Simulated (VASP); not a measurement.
# PbSe (Fm-3m) in VASP: a series of runs, part 2 of 2

VASP 6.6.1. Earlier steps stand in the parts before.

## Step 3: Equation of state, revPBE

File POSCAR.step1:

```
PbSe
1.0
    0.0000000000      2.9659293354      2.9659293354
    2.9659293354      0.0000000000      2.9659293354
    2.9659293354      2.9659293354      0.0000000000
Pb Se
1 1
Direct
    0.0000000000      0.0000000000      0.0000000000
    0.5000000000      0.5000000000      0.5000000000
```

File POSCAR.step2:

```
PbSe
1.0
    0.0000000000      2.9981702236      2.9981702236
    2.9981702236      0.0000000000      2.9981702236
    2.9981702236      2.9981702236      0.0000000000
Pb Se
1 1
Direct
    0.0000000000      0.0000000000      0.0000000000
    0.5000000000      0.5000000000      0.5000000000
```

File POSCAR.step3:

```
PbSe
1.0
    0.0000000000      3.0297322296      3.0297322296
    3.0297322296      0.0000000000      3.0297322296
    3.0297322296      3.0297322296      0.0000000000
Pb Se
1 1
Direct
    0.0000000000      0.0000000000      0.0000000000
    0.5000000000      0.5000000000      0.5000000000
```

File POSCAR.step4:

```
PbSe
1.0
    0.0000000000      3.0606500000      3.0606500000
    3.0606500000      0.0000000000      3.0606500000
    3.0606500000      3.0606500000      0.0000000000
Pb Se
1 1
Direct
    0.0000000000      0.0000000000      0.0000000000
    0.5000000000      0.5000000000      0.5000000000
```

File POSCAR.step5:

```
PbSe
1.0
    0.0000000000      3.0909554363      3.0909554363
    3.0909554363      0.0000000000      3.0909554363
    3.0909554363      3.0909554363      0.0000000000
Pb Se
1 1
Direct
    0.0000000000      0.0000000000      0.0000000000
    0.5000000000      0.5000000000      0.5000000000
```

File POSCAR.step6:

```
PbSe
1.0
    0.0000000000      3.1206779849      3.1206779849
    3.1206779849      0.0000000000      3.1206779849
    3.1206779849      3.1206779849      0.0000000000
Pb Se
1 1
Direct
    0.0000000000      0.0000000000      0.0000000000
    0.5000000000      0.5000000000      0.5000000000
```

File POSCAR.step7:

```
PbSe
1.0
    0.0000000000      3.1498448903      3.1498448903
    3.1498448903      0.0000000000      3.1498448903
    3.1498448903      3.1498448903      0.0000000000
Pb Se
1 1
Direct
    0.0000000000      0.0000000000      0.0000000000
    0.5000000000      0.5000000000      0.5000000000
```

File INCAR:

```
GGA = RE ; ISMEAR = 0
SIGMA = 0.03 ; LWAVE = False
LCHARG = False ; ISIF = 2
NSW = 0 ; ENCUT = 450
PREC = Accurate ; LASPH = True
LREAL = False ; ALGO = Normal
EDIFF = 1E-7 ; NELM = 120
GGA_COMPAT = False ; EFERMI = MIDGAP
```

File KPOINTS:

```
k-points
0
Gamma
  6 6 6
```

Potentials or basis: VASP PAW PBE potentials, release 64 (Pb_d_GW, Se_GW).

On the command line:

```bash
$ cat potpaw_PBE.64/Pb_d_GW/POTCAR potpaw_PBE.64/Se_GW/POTCAR > POTCAR
$ cp POSCAR.step1 POSCAR
$ mpirun -np 1 vasp_std > vasp.out
$ cp POSCAR.step2 POSCAR
$ mpirun -np 1 vasp_std > vasp.out
$ cp POSCAR.step3 POSCAR
$ mpirun -np 1 vasp_std > vasp.out
$ cp POSCAR.step4 POSCAR
$ mpirun -np 1 vasp_std > vasp.out
$ cp POSCAR.step5 POSCAR
$ mpirun -np 1 vasp_std > vasp.out
$ cp POSCAR.step6 POSCAR
$ mpirun -np 1 vasp_std > vasp.out
$ cp POSCAR.step7 POSCAR
$ mpirun -np 1 vasp_std > vasp.out
```

Run time: 96 s. Hardware: 1 thread of AMD EPYC 7R13 (Zen 3), shared host; peak memory 0.16 GiB.

Results (log left out):

* Equilibrium volume: 30.85 Å³/atom
* Bulk modulus: 44 GPa
* Pressure derivative of the bulk modulus: 4.0 (rough: it moves with the points fitted)

Energy against volume, from the lowest point:
| volume (Å³/atom) | energy (meV/atom) |
| --- | --- |
| 26.090 | 132.37 |
| 26.951 | 84.04 |
| 27.811 | 48.04 |
| 28.671 | 23.11 |
| 29.531 | 7.59 |
| 30.391 | 0.33 |
| 31.251 | 0.00 |

Caveat: the PAW data sets were made with another functional, which shifts forces and pressure a little; spin-orbit coupling is left out, which moves the levels of the heavy elements.

## Step 4: Dielectric tensor, PBEsol

File INCAR:

```
PREC     = Accurate       # precision mode
ENCUT    = 520            # plane-wave cutoff, eV
EDIFF    = 1E-8           # SCF threshold, eV
ISMEAR   = 0              # smearing method
SIGMA    = 0.01           # smearing width, eV
LREAL    = False          # projectors in reciprocal space
LASPH    = True           # aspherical terms in the spheres
NELM     = 80             # most SCF steps
ALGO     = Normal         # electronic algorithm
ISIF     = 2              # what is computed and relaxed
LWAVE    = False          # write WAVECAR
LCHARG   = False          # write CHGCAR
GGA      = PS             # functional
LEPSILON = True           # dielectric tensor by DFPT
```

File KPOINTS:

```
Automatic mesh
0
Gamma
  8 8 8
```

File POSCAR:

```
PbSe
1.0
    0.0000000000      3.0606500000      3.0606500000
    3.0606500000      0.0000000000      3.0606500000
    3.0606500000      3.0606500000      0.0000000000
Pb Se
1 1
Direct
    0.0000000000      0.0000000000      0.0000000000
    0.5000000000      0.5000000000      0.5000000000
```

Potentials or basis: VASP PAW PBE potentials, release 64 (Pb_d, Se).

On the command line:

```bash
$ cat potpaw_PBE.64/Pb_d/POTCAR potpaw_PBE.64/Se/POTCAR > POTCAR
$ mpirun -np 1 vasp_std > vasp.out
```

OUTCAR:

```text
PREC = Accurate
   ENCUT = 520
   EDIFF = 1E-8
   ISMEAR = 0
   LREAL = False
   LASPH = True
   NELM = 80
   ISIF = 2
   GGA = PS
   LEPSILON = True

 ion  position               nearest neighbor table
   1  0.000  0.000  0.000-   2 3.06   2 3.06   2 3.06   2 3.06   2 3.06   2 3.06
   2  0.500  0.500  0.500-   1 3.06   1 3.06   1 3.06   1 3.06   1 3.06   1 3.06

  LATTYP: Found a face centered cubic cell.
 ALAT       =     6.1213000000

  Lattice vectors:

 A1 = (   0.0000000000,   3.0606500000,   3.0606500000)
 A2 = (   3.0606500000,   0.0000000000,   3.0606500000)
 A3 = (   3.0606500000,   3.0606500000,   0.0000000000)

Analysis of symmetry for initial positions (statically):
[... 654 lines left out ...]
     0.00000  0.00137 -0.00000
    -0.00000 -0.00000 -0.00106

 MACROSCOPIC STATIC DIELECTRIC TENSOR (including local field effects in DFT)
 ------------------------------------------------------
          55.080918    -0.000000     0.000000
          -0.000000    55.080918     0.000000
          -0.000000    -0.000000    55.080918
 ------------------------------------------------------

 PIEZOELECTRIC TENSOR (including local field effects)  for field in x, y, z        (e  Angst)
          XX          YY          ZZ          XY          YZ          ZX
  --------------------------------------------------------------------------------
  x     0.00000     0.00000     0.00000     0.00000     0.00000     0.00000
  y     0.00000     0.00000     0.00000     0.00000     0.00000     0.00000
  z     0.00000     0.00000     0.00000     0.00000     0.00000     0.00000

 PIEZOELECTRIC TENSOR (including local field effects)  for field in x, y, z        (C/m^2)
          XX          YY          ZZ          XY          YZ          ZX
  --------------------------------------------------------------------------------
  x     0.00000     0.00000     0.00000     0.00000     0.00000     0.00000
  y     0.00000     0.00000     0.00000     0.00000     0.00000     0.00000
  z     0.00000     0.00000     0.00000     0.00000     0.00000     0.00000

 BORN EFFECTIVE CHARGES (including local field effects) (in |e|, cummulative output)
 ---------------------------------------------------------------------------------
 ion    1
    1     3.10630     0.00000     0.00000
    2     0.00000     3.10630     0.00000
    3     0.00000     0.00000     3.10630
 ion    2
    1    -3.10630     0.00000     0.00000
    2     0.00000    -3.10630     0.00000
    3     0.00000     0.00000    -3.10630
```

Run time: 8.4 min. Hardware: 1 thread of Intel Xeon 8259CL, shared host; peak memory 0.3 GiB.

Results:

| Item | Value |
| --- | --- |
| Band gap on the k mesh | 0.20 eV |
| Electronic dielectric tensor (diagonal) | 55.08 |
| Born charges (mean of the diagonal) | Pb +3.11; Se -3.11 e |

Electronic dielectric tensor:
```
55.08  0.00  0.00
 0.00 55.08  0.00
 0.00  0.00 55.08
```

Born effective charge tensors (e):
atom 1, Pb
```
3.11 0.00 0.00
0.00 3.11 0.00
0.00 0.00 3.11
```
atom 2, Se
```
-3.11  0.00  0.00
 0.00 -3.11  0.00
 0.00  0.00 -3.11
```

Caveat: the gap is small at this level, which inflates the dielectric constant; the PAW data sets were made with another functional, which shifts forces and pressure a little; spin-orbit coupling is left out, which moves the levels of the heavy elements. A k mesh can miss the band edges.

## Step 5: Dielectric tensor, LDA

File INCAR:

```
PREC = Accurate ; ENCUT = 520
EDIFF = 1E-8 ; ISMEAR = 0
SIGMA = 0.01 ; LREAL = F
LASPH = T ; NELM = 100
ALGO = Normal ; ISIF = 2
LWAVE = F ; LCHARG = F
GGA = CA ; LEPSILON = T
```

File KPOINTS:

```
regular mesh
0
Gamma
  8 8 8
```

POSCAR is that of step 4.

Potentials or basis: VASP PAW LDA potentials, release 64 (Pb_d, Se).

On the command line:

```bash
$ cat potpaw_LDA.64/Pb_d/POTCAR potpaw_LDA.64/Se/POTCAR > POTCAR
$ mpirun -np 1 vasp_std > vasp.out
```

OUTCAR:

```text
PREC = Accurate
   ENCUT = 520
   EDIFF = 1E-8
   ISMEAR = 0
   LREAL = F
   LASPH = T
   NELM = 100
   ISIF = 2
   GGA = CA
   LEPSILON = T

 ion  position               nearest neighbor table
   1  0.000  0.000  0.000-   2 3.06   2 3.06   2 3.06   2 3.06   2 3.06   2 3.06
   2  0.500  0.500  0.500-   1 3.06   1 3.06   1 3.06   1 3.06   1 3.06   1 3.06

  LATTYP: Found a face centered cubic cell.
 ALAT       =     6.1213000000

  Lattice vectors:

 A1 = (   0.0000000000,   3.0606500000,   3.0606500000)
 A2 = (   3.0606500000,   0.0000000000,   3.0606500000)
 A3 = (   3.0606500000,   3.0606500000,   0.0000000000)

Analysis of symmetry for initial positions (statically):
[... 653 lines left out ...]
     0.00147  0.00000  0.00000
     0.00000  0.00147  0.00000
     0.00000 -0.00000 -0.00142

 MACROSCOPIC STATIC DIELECTRIC TENSOR (including local field effects in DFT)
 ------------------------------------------------------
          88.644220    -0.000000    -0.000000
           0.000000    88.644220    -0.000000
           0.000000    -0.000000    88.644220
 ------------------------------------------------------

 PIEZOELECTRIC TENSOR (including local field effects)  for field in x, y, z        (e  Angst)
          XX          YY          ZZ          XY          YZ          ZX
  --------------------------------------------------------------------------------
  x     0.00000     0.00000     0.00000     0.00000     0.00000     0.00000
  y     0.00000     0.00000     0.00000     0.00000     0.00000     0.00000
  z     0.00000     0.00000     0.00000     0.00000     0.00000     0.00000

 PIEZOELECTRIC TENSOR (including local field effects)  for field in x, y, z        (C/m^2)
          XX          YY          ZZ          XY          YZ          ZX
  --------------------------------------------------------------------------------
  x     0.00000     0.00000     0.00000     0.00000     0.00000     0.00000
  y     0.00000     0.00000     0.00000     0.00000     0.00000     0.00000
  z     0.00000     0.00000     0.00000     0.00000     0.00000     0.00000

 BORN EFFECTIVE CHARGES (including local field effects) (in |e|, cummulative output)
 ---------------------------------------------------------------------------------
 ion    1
    1     2.14038     0.00000     0.00000
    2     0.00000     2.14038     0.00000
    3     0.00000     0.00000     2.14038
 ion    2
    1    -2.14038     0.00000     0.00000
    2     0.00000    -2.14038     0.00000
    3     0.00000     0.00000    -2.14038
```

OSZICAR:

```text
N       E                     dE             d eps       ncg     rms          rms(c)
DAV:   1     0.158596420534E+03    0.15860E+03   -0.96553E+03   820   0.145E+03
DAV:   2     0.288290551152E+01   -0.15571E+03   -0.15195E+03   878   0.354E+02
DAV:   3    -0.943338721797E+01   -0.12316E+02   -0.12252E+02  1058   0.104E+02
[... 11 lines left out ...]
RMM:   8    -0.141494042520E+02   -0.12712E-02   -0.60692E-05  2809   0.762E-02    0.314E-03
RMM:   9    -0.141494148154E+02   -0.10563E-04    0.10023E-05  2966   0.260E-02    0.172E-03
RMM:  10    -0.141494835113E+02   -0.68696E-04    0.88306E-05  2662   0.105E-02    0.414E-04
RMM:  11    -0.141494778303E+02    0.56810E-05    0.42207E-05  3025   0.381E-03    0.160E-04
RMM:  12    -0.141494695182E+02    0.83121E-05   -0.95533E-06  2840   0.166E-03    0.275E-05
RMM:  13    -0.141494709757E+02   -0.14575E-05   -0.13779E-05  2684   0.711E-04    0.178E-05
RMM:  14    -0.141494706486E+02    0.32712E-06   -0.82617E-08  1671   0.406E-04    0.661E-06
```

It took 6 min on 1 thread of Intel Xeon 8259CL, shared host; peak memory 0.28 GiB.

What came out:

```yaml
Band_gap_on_the_k_mesh: 0.16 eV
Electronic_dielectric_tensor_diagonal: 88.64
Born_charges_mean_of_the_diagonal: Pb +2.14; Se -2.14 e
```

Electronic dielectric tensor:
```
88.64  0.00  0.00
 0.00 88.64  0.00
 0.00  0.00 88.64
```

Born effective charge tensors (e):
atom 1, Pb
```
2.14 0.00 0.00
0.00 2.14 0.00
0.00 0.00 2.14
```
atom 2, Se
```
-2.14  0.00  0.00
 0.00 -2.14  0.00
 0.00  0.00 -2.14
```

Caveat: the gap is small at this level, which inflates the dielectric constant; spin-orbit coupling is left out, which moves the levels of the heavy elements.

## Step 6: Overview

```csv
task,level,potentials or basis,k mesh,cutoff (eV),smearing,grid for exact exchange (PRECFOCK),share of exact exchange,screening parameter,tolerance level,purpose,gap on the mesh (eV)
band structure,HSE03,"VASP PAW PBE potentials, release 64 (Pb_d, Se)",6 × 6 × 6,520,gaussian 0.02 eV,Fast,0.25,0.3 1/Å,-,-,0.58
equation of state,revPBE,"VASP PAW PBE potentials, release 64 (Pb_d_GW, Se_GW)",6 × 6 × 6,450,gaussian 0.03 eV,-,-,-,standard,choice of potentials,-
dielectric tensor,PBEsol,"VASP PAW PBE potentials, release 64 (Pb_d, Se)",8 × 8 × 8,520,gaussian 0.01 eV,-,-,-,-,-,0.20
dielectric tensor,LDA,"VASP PAW LDA potentials, release 64 (Pb_d, Se)",8 × 8 × 8,520,gaussian 0.01 eV,-,-,-,-,-,0.16
```

Alike in all rows: no spin polarisation; cell as given.

Caveats: spin-orbit coupling is left out, which moves the levels of the heavy elements; the PAW data sets were made with another functional, which shifts forces and pressure a little (at least some runs); the gap is small at this level, which inflates the dielectric constant (at least some runs).

Total energies depend on the potentials used, so only differences within one code and one set of settings carry meaning.
